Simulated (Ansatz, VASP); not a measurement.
## PbS: VASP beside Ansatz

File POSCAR:

```
PbS
1.0
    0.0000000000      2.9574676547      2.9574676547
    2.9574676547      0.0000000000      2.9574676547
    2.9574676547      2.9574676547      0.0000000000
Pb S
1 1
Direct
    0.0000000000      0.0000000000      0.0000000000
    0.5000000000      0.5000000000      0.5000000000
```

INCAR.step1

```
PREC     = Accurate       # precision mode
ENCUT    = 550            # plane-wave cutoff, eV
ISMEAR   = 0              # smearing method
SIGMA    = 0.02           # smearing width, eV
LREAL    = False          # projectors in reciprocal space
LASPH    = True           # aspherical terms in the spheres
NELM     = 120            # most SCF steps
NBANDS   = 17             # bands
GGA      = PE             # functional
ALGO     = Normal         # electronic algorithm
EDIFF    = 1E-5           # SCF threshold, eV
LWAVE    = True           # write WAVECAR
LCHARG   = False          # write CHGCAR
GGA_COMPAT= False
```

File INCAR.step2:

```
PREC     = Accurate       # precision mode
ENCUT    = 550            # plane-wave cutoff, eV
EDIFF    = 1E-6           # SCF threshold, eV
ISMEAR   = 0              # smearing method
SIGMA    = 0.02           # smearing width, eV
LREAL    = False          # projectors in reciprocal space
LASPH    = True           # aspherical terms in the spheres
NELM     = 120            # most SCF steps
ALGO     = Normal         # electronic algorithm
ISIF     = 2              # what is computed and relaxed
LWAVE    = False          # write WAVECAR
LCHARG   = True           # write CHGCAR
METAGGA  = R2SCAN         # meta-GGA
LMIXTAU  = True         
LELF     = True           # ELF
LVHAR    = True         
NBANDS   = 17             # bands
ISTART   = 1            
GGA_COMPAT= False
```

The input KPOINTS:

```
Automatic mesh
0
Gamma
  8 8 8
```

Input for Ansatz:

```yaml
crystal:
  lattice:
    - [0.0, 2.9574676547, 2.9574676547]
    - [2.9574676547, 0.0, 2.9574676547]
    - [2.9574676547, 2.9574676547, 0.0]
  atoms:
    - { symbol: Pb, position: [0.0, 0.0, 0.0] }
    - { symbol: S, position: [0.5, 0.5, 0.5] }
basis:
  ecutwfc: 500
kpoints:
  mp_grid: { grid: [8, 8, 8] }
hamiltonian:
  xc: r2scan
scf:
  occupations: { method: gaussian, width: 0.02 }
output:
  forces: true
  stress: true
  eigenvalues: true
```

Alike in both runs: task single point; functional r2SCAN; k mesh 8 × 8 × 8; occupations gaussian, width 0.02 eV; no spin polarisation.

|  | VASP | Ansatz |
| --- | --- | --- |
| version | VASP 6.6.1 | Ansatz 0.2.0 |
| potentials or method | VASP PAW PBE potentials, release 64 (Pb_d, S), cutoff 550 eV | scalar-relativistic, plane waves, PAW |
| valence electrons in the cell | 20 | 20 |

|  | VASP | Ansatz | Ansatz less VASP |
| --- | --- | --- | --- |
| gap on the k mesh at the Fermi level (eV) | 0.59 | 0.58 | -0.011 |
| least direct gap on the mesh (eV) | 0.59 | 0.58 | -0.011 |
| pressure (GPa) | 1.8 | 1.9 | +0.01 |

VASP's potentials were made for PBE, not for r2SCAN.

Spin-orbit coupling is off throughout.
